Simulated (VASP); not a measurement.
Here is a VASP 6.6.1 calculation.

File INCAR:

```
SYSTEM = Al16N15
  PREC = Accurate
  ENCUT = 520
  EDIFF = 1E-8
  ISMEAR = -1
  SIGMA = 0.01
  LREAL = Auto
  LASPH = .TRUE.
  NELM = 100
  ALGO = Normal
  ISIF = 2
  LWAVE = .FALSE.
  LCHARG = .FALSE.
  GGA = RP
  IVDW = 12
  LEFG = .TRUE.
  NELECT = 120.0
  NBANDS = 82
```

KPOINTS

```
Automatic mesh
0
G
  4 4 2
  0 0 0
```

Contents of POSCAR:

```
Al16N15
1.0
    6.2260000000      0.0000000000      0.0000000000
   -3.1130000000      5.3918741640      0.0000000000
    0.0000000000      0.0000000000      9.9620000000
Al N
16 15
Direct
    0.1666666666      0.3333333334      0.0000000000
    0.1666666666      0.3333333334      0.5000000000
    0.1666666666      0.8333333334      0.0000000000
    0.1666666666      0.8333333334      0.5000000000
    0.6666666666      0.3333333334      0.0000000000
    0.6666666666      0.3333333334      0.5000000000
    0.6666666666      0.8333333334      0.0000000000
    0.6666666666      0.8333333334      0.5000000000
    0.3333333334      0.1666666666      0.2500000000
    0.3333333334      0.1666666666      0.7500000000
    0.3333333334      0.6666666666      0.2500000000
    0.3333333334      0.6666666666      0.7500000000
    0.8333333334      0.1666666666      0.2500000000
    0.8333333334      0.1666666666      0.7500000000
    0.8333333334      0.6666666666      0.2500000000
    0.8333333334      0.6666666666      0.7500000000
    0.1666666666      0.3333333334      0.6900000000
    0.1666666666      0.8333333334      0.1900000000
    0.1666666666      0.8333333334      0.6900000000
    0.6666666666      0.3333333334      0.1900000000
    0.6666666666      0.3333333334      0.6900000000
    0.6666666666      0.8333333334      0.1900000000
    0.6666666666      0.8333333334      0.6900000000
    0.3333333334      0.1666666666      0.4400000000
    0.3333333334      0.1666666666      0.9400000000
    0.3333333334      0.6666666666      0.4400000000
    0.3333333334      0.6666666666      0.9400000000
    0.8333333334      0.1666666666      0.4400000000
    0.8333333334      0.1666666666      0.9400000000
    0.8333333334      0.6666666666      0.4400000000
    0.8333333334      0.6666666666      0.9400000000
```

Potentials or basis: VASP PAW PBE potentials, release 64 (Al, N).

Command:

```sh
$ cat potpaw_PBE.64/Al/POTCAR potpaw_PBE.64/N/POTCAR > POTCAR
$ mpirun -np 1 vasp_std > vasp.out
```

Problem. Predict the dispersion energy per atom.

Solution. -1.128 eV.

Problem. What does it give for the largest force?

Solution. 2.170 eV/Å.

Forces in eV/Å, atoms in the order of the input:
```
Al   0.000  0.000 -2.170
Al   0.000  0.000  0.409
Al  -0.175 -0.101 -0.477
Al  -0.310 -0.179 -0.144
Al   0.000  0.202 -0.477
Al   0.000  0.357 -0.144
Al   0.175 -0.101 -0.477
Al   0.310 -0.179 -0.144
Al   1.506 -0.869  0.561
Al  -0.173  0.100 -0.303
Al   0.000  1.739  0.561
Al   0.000 -0.200 -0.303
Al  -1.506 -0.869  0.561
Al   0.173  0.100 -0.303
Al   0.000  0.000  0.144
Al   0.000  0.000 -0.013
N    0.000  0.000  0.131
N   -0.137 -0.079  0.054
N    0.125  0.072  0.125
N    0.000  0.158  0.054
N    0.000 -0.145  0.125
N    0.137 -0.079  0.054
N   -0.125  0.072  0.125
N   -0.392  0.226 -0.462
N   -0.220  0.127  1.045
N    0.000 -0.453 -0.462
N    0.000 -0.254  1.045
N    0.392  0.226 -0.462
N    0.220  0.127  1.045
N    0.000  0.000  0.058
N    0.000  0.000  0.246
```

Caveat: the cell carries a net charge on a neutralising background, which shifts energy and pressure; three body term missing; without QUAD_EFG the Cq values of the log hold for a quadrupole moment of 1 mb, not for the nuclei; the PAW data sets were made with another functional, which shifts forces and pressure a little.
